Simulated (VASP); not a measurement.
A run of VASP 6.6.1 is set up as follows.

File POSCAR:

```
BaZrO3
1.0
    4.2272580645      0.0000000000      0.0000000000
    0.0000000000      4.2272580645      0.0000000000
    0.0000000000      0.0000000000      4.2272580645
Ba Zr O
1 1 3
Direct
    0.0000000000      0.0000000000      0.0000000000
    0.5000000000      0.5000000000      0.5000000000
    0.5000000000      0.5000000000      0.0000000000
    0.5000000000      0.0000000000      0.5000000000
    0.0000000000      0.5000000000      0.5000000000
```

The input INCAR.step1:

```
ALGO = Normal ; EDIFF = 1E-4
ENCUT = 600 ; GGA = PE
ISMEAR = -1 ; LASPH = T
LCHARG = F ; LREAL = F
LWAVE = T ; NELM = 100
PREC = Accurate ; SIGMA = 0.02
```

Contents of INCAR.step2:

```
ALGO = Normal ; EDIFF = 1E-6
EDIFFG = -0.005 ; ENCUT = 600
IBRION = 2 ; ISIF = 3
ISMEAR = -1 ; ISTART = 1
LASPH = T ; LCHARG = F
LMIXTAU = T ; LREAL = F
LWAVE = F ; METAGGA = R2SCAN
NELM = 100 ; NSW = 80
PREC = Accurate ; SIGMA = 0.02
```

The input KPOINTS:

```
k-points
0
Gamma
  6 6 6
```

Potentials or basis: VASP PAW PBE potentials, release 64 (Ba_sv, Zr_sv, O).

Launch:

```sh
$ cat potpaw_PBE.64/Ba_sv/POTCAR potpaw_PBE.64/Zr_sv/POTCAR potpaw_PBE.64/O/POTCAR > POTCAR
$ cp INCAR.step1 INCAR
$ mpirun -np 1 vasp_std > vasp.out
$ cp INCAR.step2 INCAR
$ mpirun -np 1 vasp_std > vasp.out
```

Estimate the space group after relaxing (to 0.05 Å).

Pm-3m (No. 221).

What does it give for the band gap on the k mesh?

3.67 eV, indirect (least direct gap 3.93 eV).

Predict the relaxed volume.

14.95 Å³/atom.

Predict the relaxed cell.

a = 4.213 Å, b = 4.213 Å, c = 4.213 Å, α = 90.00°, β = 90.00°, γ = 90.00°.

Step by step:
| step | energy change (eV) | largest force (eV/Å) | pressure (GPa) | volume (Å³) |
| --- | --- | --- | --- | --- |
| 1 | 0.0000 | 0.0000 | -1.67 | 75.54 |
| 2 | 0.0016 | 0.0000 | 1.97 | 73.83 |
| 3 | -0.0042 | 0.0000 | 0.00 | 74.76 |

Caveat: the PAW data sets were made with another functional, which shifts forces and pressure a little; spin-orbit coupling is left out, which moves the levels of the heavy elements. A k mesh can miss the band edges.
